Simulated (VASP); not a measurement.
# CsCl (Pm-3m) in VASP: a series of runs

Runs on CsCl. Level: PBEsol. Tasks: electric field gradients.

Everything below comes from runs of VASP 6.6.1. Logs are shortened: lines on timing, memory, paths and dates and some standing lists are left out, and cuts for length are marked.

### Step 1. The cell of the first run

Symmetry: Pm-3m, No. 221, cubic system. The conventional cell has a = 4.039 Å, b = 4.039 Å, c = 4.039 Å, α = 90.00°, β = 90.00°, γ = 90.00°. Cs (site symmetry m-3m) has 8 Cl at 3.50 Å and 6 Cs at 4.04 Å within 4.6 Å. Cl (site symmetry m-3m) has 8 Cs at 3.50 Å and 6 Cl at 4.04 Å within 4.6 Å.

### Step 2. Electric field gradients, PBEsol (32.94 Å³/atom)

File INCAR:

```
SYSTEM = CsCl
ALGO = Normal ; EDIFF = 1E-8
ENCUT = 400 ; GGA = PS
GGA_COMPAT = .False. ; ISIF = 2
ISMEAR = -1 ; LASPH = .True.
LCHARG = .False. ; LEFG = .True.
LREAL = .False. ; LWAVE = .False.
NBANDS = 15 ; NELM = 120
PREC = Accurate ; SIGMA = 0.03
```

File KPOINTS:

```
k-points
0
Gamma
  6 6 6
  0 0 0
```

File POSCAR:

```
CsCl
1.0
    4.0388335262      0.0000000000      0.0000000000
    0.0000000000      4.0388335262      0.0000000000
    0.0000000000      0.0000000000      4.0388335262
Cs Cl
1 1
Direct
    0.0000000000      0.0000000000      0.0000000000
    0.5000000000      0.5000000000      0.5000000000
```

Potentials or basis: VASP PAW PBE potentials, release 64 (Cs_sv, Cl).

Run with:

```console
cat potpaw_PBE.64/Cs_sv/POTCAR potpaw_PBE.64/Cl/POTCAR > POTCAR
mpirun -np 1 vasp_std > vasp.out
```

OUTCAR:

```text
SYSTEM = CsCl
   EDIFF = 1E-8
   ENCUT = 400
   GGA = PS
   ISIF = 2
   ISMEAR = -1
   LASPH = .True.
   LREAL = .False.
   NELM = 120
   PREC = Accurate

 ion  position               nearest neighbor table
   1  0.000  0.000  0.000-
   2  0.500  0.500  0.500-

  LATTYP: Found a simple cubic cell.
 ALAT       =     4.0388335262

  Lattice vectors:

 A1 = (   4.0388335262,   0.0000000000,   0.0000000000)
 A2 = (   0.0000000000,   4.0388335262,   0.0000000000)
 A3 = (   0.0000000000,   0.0000000000,   4.0388335262)

Analysis of symmetry for initial positions (statically):
=====================================================================
 Subroutine PRICEL returns:
 Original cell was already a primitive cell.

 Routine SETGRP: Setting up the symmetry group for a
 simple cubic supercell.

 Subroutine GETGRP returns: Found 48 space group operations
 (whereof 48 operations were pure point group operations)
 out of a pool of 48 trial point group operations.

The static configuration has the point symmetry O_h .

Analysis of symmetry for dynamics (positions and initial velocities):
=====================================================================
 Subroutine PRICEL returns:
 Original cell was already a primitive cell.

 Routine SETGRP: Setting up the symmetry group for a
 simple cubic supercell.

 Subroutine GETGRP returns: Found 48 space group operations
 (whereof 48 operations were pure point group operations)
 out of a pool of 48 trial point group operations.

The dynamic configuration has the point symmetry O_h .

 Subroutine INISYM returns: Found 48 space group operations
 (whereof 48 operations are pure point group operations),
 and found     1 'primitive' translations

----------------------------------------------------------------------------------------

                                     Primitive cell

  volume of cell :      65.8822

  direct lattice vectors                    reciprocal lattice vectors
     4.038833526  0.000000000  0.000000000     0.247596241  0.000000000  0.000000000
     0.000000000  4.038833526  0.000000000     0.000000000  0.247596241  0.000000000
     0.000000000  0.000000000  4.038833526     0.000000000  0.000000000  0.247596241

  length of vectors
     4.038833526  4.038833526  4.038833526     0.247596241  0.247596241  0.247596241

  position of ions in fractional coordinates (direct lattice)
     0.000000000  0.000000000  0.000000000
     0.500000000  0.500000000  0.500000000

  ion indices of the primitive-cell ions
   primitive index   ion index
                 1           1
                 2           2

----------------------------------------------------------------------------------------

 KPOINTS: k-points

Automatic generation of k-mesh.
 Grid dimensions read from file:
 generate k-points for:    6    6    6

 Generating k-lattice:

  Cartesian coordinates                     Fractional coordinates (reciprocal lattice)
     0.041266040  0.000000000  0.000000000     0.166666667  0.000000000  0.000000000
     0.000000000  0.041266040  0.000000000     0.000000000  0.166666667  0.000000000
     0.000000000  0.000000000  0.041266040     0.000000000  0.000000000  0.166666667

  Length of vectors
     0.041266040  0.041266040  0.041266040

  Shift w.r.t. Gamma in fractional coordinates (k-lattice)
     0.000000000  0.000000000  0.000000000

 Subroutine IBZKPT returns following result:
 ===========================================

 Found     20 irreducible k-points:

 Following reciprocal coordinates:
            Coordinates               Weight
  0.000000  0.000000  0.000000      1.000000
  0.166667  0.000000  0.000000      6.000000
  0.333333  0.000000  0.000000      6.000000
  0.500000  0.000000  0.000000      3.000000
  0.166667  0.166667  0.000000     12.000000
  0.333333  0.166667  0.000000     24.000000
[... 12 lines left out ...]
  0.500000  0.500000  0.333333      6.000000
  0.500000  0.500000  0.500000      1.000000
   k-points           NKPTS =     20   k-points in BZ     NKDIM =     20   number of bands    NBANDS=     15
   number of dos      NEDOS =    301   number of ions     NIONS =      2
   total plane-waves  NPLWV =  21952
   dimension x,y,z NGX =    28 NGY =   28 NGZ =   28
   dimension x,y,z NGXF=    56 NGYF=   56 NGZF=   56
   ions per type =               1   1
   NGX,Y,Z   is equivalent  to a cutoff of  11.53, 11.53, 11.53 a.u.
   NGXF,Y,Z  is equivalent  to a cutoff of  23.05, 23.05, 23.05 a.u.
 SYSTEM =  CsCl
   PREC   = accura    normal or accurate (medium, high low for compatibility)
   ISTART =      0    job   : 0-new  1-cont  2-samecut
   ICHARG =      2    charge: 1-file 2-atom 10-const
   ISPIN  =      1    spin polarized calculation?
   LNONCOLLINEAR =      F non collinear calculations
   LSORBIT =      F    spin-orbit coupling
   LASPH  =      T    aspherical Exc in radial PAW
   ENCUT  =  400.0 eV  29.40 Ry    5.42 a.u.   6.59  6.59  6.59*2*pi/ulx,y,z
   NELM   =    120;   NELMIN=  2; NELMDL= -5     # of ELM steps
   EDIFF  = 0.1E-07   stopping-criterion for ELM
   LREAL  =      F    real-space projection
   EDIFFG = 0.1E-06   stopping-criterion for IOM
   NSW    =      0    number of steps for IOM
   IBRION =     -1    ionic relax: 0-MD 1-quasi-New 2-CG
   NFREE  =      0    steps in history (QN), initial steepest desc. (CG)
   ISIF   =      2    stress and relaxation
   ISYM   =      2    0-nonsym 1-usesym 2-fastsym
   POTIM  = 0.5000    time-step for ionic-motion
   TEBEG  =    0.0;   TEEND  =   0.0 temperature during run
   PSTRESS=    0.0 pullay stress
   NELECT =      16.0000    total number of electrons
   NUPDOWN=      -1.0000    fix difference up-down
   EMIN   =  10.00;   EMAX   =-10.00  energy-range for DOS
   EFERMI =   0.00;   METHOD = LEGACY
   ISMEAR =    -1;   SIGMA  =   0.03  broadening in eV -4-tet -1-fermi 0-gaus
   EFERMI_NEDOS =   21; number of points for ismear=-14 and -15
   IALGO  =     38    algorithm
   IMIX   =      4    mixing-type and parameters
     AMIX     =   0.40;   BMIX     =  1.00
     AMIX_MAG =   1.60;   BMIX_MAG =  1.00
  volume/ion in A,a.u.               =      32.94       222.30
  Fermi-wavevector in a.u.,A,eV,Ry     =   1.021391  1.930150 14.194148  1.043240
  Thomas-Fermi vector in A             =   2.155014
   LORBIT       =      0    0 simple, 1 ext, 2 COOP (PROOUT), +10 PAW based schemes
   GGA     = PS    functional components
   LHFCALC =     F    Hartree Fock is set to
   AEXX    =    0.0000 exact exchange contribution
   IVDW    =     0    specifies the selected vdW correction
   LEPSILON=     F    determine dielectric tensor
   LRPA    =     F    only Hartree local field effects (RPA)
 non-spin polarized calculation
  energy-cutoff  :      400.00
  volume of cell :       65.88
 maximum number of plane-waves:      1222
 NGX is ok and might be reduce to    28
   NGX = 13   NGY = 13   NGZ = 13

 number of electron      16.0000000 magnetization

 Free energy of the ion-electron system (eV)
  ---------------------------------------------------
  ext. energy  EPLUGINS =         0.00000000
  ---------------------------------------------------
  free energy    TOTEN  =        -6.84348194 eV

  energy without entropy =       -6.84348194  energy(sigma->0) =       -6.84348194

 E-fermi :   0.6319     XC(G=0):  -8.7679

 val. band max:       -0.0685415102   @ k =   0.0000   0.0000   0.0000
 cond. band min:       5.1135540370   @ k =   0.0000   0.0000   0.0000
 fundamental gap:      5.1820955473
 Fermi energy:         0.6318894073

 k-point     1 :       0.0000    0.0000    0.0000
  band No.  band energies     occupation
      1     -19.3741      2.00000
      2     -12.3175      2.00000
      3      -5.7989      2.00000
      4      -5.7989      2.00000
      5      -5.7989      2.00000
      6      -0.0685      2.00000
      7      -0.0685      2.00000
      8      -0.0685      2.00000
      9       5.1136      0.00000
     10       5.1136      0.00000
     11       5.2615      0.00000
     12      10.1423      0.00000
     13      10.1423      0.00000
     14      10.1423      0.00000
     15      13.2882      0.00000
[... 325 lines left out ...]
 k-point    20 :       0.5000    0.5000    0.5000
  band No.  band energies     occupation
      1     -19.0912      2.00000
      2     -12.1239      2.00000
      3      -6.4230      2.00000
      4      -6.4230      2.00000
      5      -6.4230      2.00000
      6      -1.3745      2.00000
      7      -1.3745      2.00000
      8      -1.3745      2.00000
      9       8.6161      0.00000
     10       8.6161      0.00000
     11       8.6161      0.00000
     12      10.6579      0.00000
     13      10.6579      0.00000
     14      10.6579      0.00000
     15      12.9017      0.00000

------------------------ aborting loop because EDIFF is reached ----------------------------------------

  FORCE on cell =-STRESS in cart. coord.  units (eV):
  Direction    XX          YY          ZZ          XY          YZ          ZX
  --------------------------------------------------------------------------------------
  -------------------------------------------------------------------------------------
  Total        0.2012825      0.2012825      0.2012825     -0.0000000      0.0000000     -0.0000000
  in kB        4.8949554      4.8949554      4.8949554     -0.0000000      0.0000000     -0.0000000
  external PRESSURE =       4.8949554 kB  Pullay stress =       0.0000000 kB

 VOLUME and BASIS-vectors are now :
 -----------------------------------------------------------------------------
  energy-cutoff  :      400.00
  volume of cell :       65.88
      direct lattice vectors                 reciprocal lattice vectors
     4.038833526  0.000000000  0.000000000     0.247596241  0.000000000  0.000000000
     0.000000000  4.038833526  0.000000000     0.000000000  0.247596241  0.000000000
     0.000000000  0.000000000  4.038833526     0.000000000  0.000000000  0.247596241

 POSITION                                       TOTAL-FORCE (eV/Angst)
 -----------------------------------------------------------------------------------
      0.00000      0.00000      0.00000         0.000000      0.000000      0.000000
      2.01942      2.01942      2.01942         0.000000      0.000000      0.000000
 -----------------------------------------------------------------------------------
    total drift:                                0.000000      0.000000      0.000000

  FREE ENERGIE OF THE ION-ELECTRON SYSTEM (eV)
  ---------------------------------------------------
  free  energy   TOTEN  =        -6.8434819365 eV

  energy  without entropy=       -6.8434819365  energy(sigma->0) =       -6.84348194

 Electric field gradients (V/A^2)
---------------------------------------------------------------------
 ion       V_xx      V_yy      V_zz      V_xy      V_xz      V_yz
---------------------------------------------------------------------
   1       0.000     0.000    -0.000     0.000    -0.000     0.000
   2      -0.000    -0.000     0.000     0.000    -0.000     0.000
---------------------------------------------------------------------

 Electric field gradients after diagonalization (V/A^2)
 (convention: |V_zz| > |V_xx| > |V_yy|)
----------------------------------------------------------------------
 ion       V_xx      V_yy      V_zz     asymmetry (V_yy - V_xx)/ V_zz
----------------------------------------------------------------------
   1       0.000     0.000    -0.000       0.018
   2      -0.000    -0.000     0.000       0.203
----------------------------------------------------------------------

           NMR quadrupolar parameters

 Cq : quadrupolar parameter    Cq=e*Q*V_zz/h
 eta: asymmetry parameters     (V_yy - V_xx)/ V_zz
 Q  : nuclear electric quadrupole moment in mb (millibarn)
----------------------------------------------------------------------
 ion       Cq(MHz)       eta       Q (mb)
----------------------------------------------------------------------
   1      -0.000       0.018       1.000
   2       0.000       0.203       1.000
----------------------------------------------------------------------
```

It took 12 s on 1 thread of Intel Xeon Platinum 8259CL at 2.50GHz (Skylake/Cascade Lake), shared host; peak memory 0.16 GiB.

Results:

```yaml
Free_energy: -6.8435 eV
Pressure: 0.5 GPa
Band_gap_on_the_k_mesh: 5.18 eV
Largest_electric_field_gradient_by_atom: zero within the noise of the run
```

Caveat: the PAW data sets were made with another functional, which shifts forces and pressure a little; spin-orbit coupling is left out, which moves the levels of the heavy elements. A k mesh can miss the band edges.

(Continued in part 2 of 2.)
